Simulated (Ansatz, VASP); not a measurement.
## GaP: VASP beside Ansatz

```
CELL_PARAMETERS angstrom
3.85409 0.00000 0.00000
1.92704 3.33774 0.00000
1.92704 1.11258 3.14685
ATOMIC_POSITIONS crystal
Ga 0.00000 0.00000 0.00000
P 0.25000 0.25000 0.25000
```

Alike in both runs: task single point; functional LDA; k mesh 8 × 8 × 8; no spin polarisation.

|  | VASP | Ansatz |
| --- | --- | --- |
| version | VASP 6.6.1 | Ansatz 0.2.0 |
| potentials or method | VASP PAW LDA potentials, release 64 (Ga_d, P), cutoff 500 eV | plane waves, PAW |
| occupations | gaussian, width 0.01 eV | fixed |
| valence electrons in the cell | 18 | 18 |

|  | VASP | Ansatz | Ansatz less VASP |
| --- | --- | --- | --- |
| pressure (GPa) | -2.7 | -2.7 | -0.06 |

LDA's correlation is that of Perdew and Zunger in VASP and of Perdew and Wang (1992) in Ansatz.
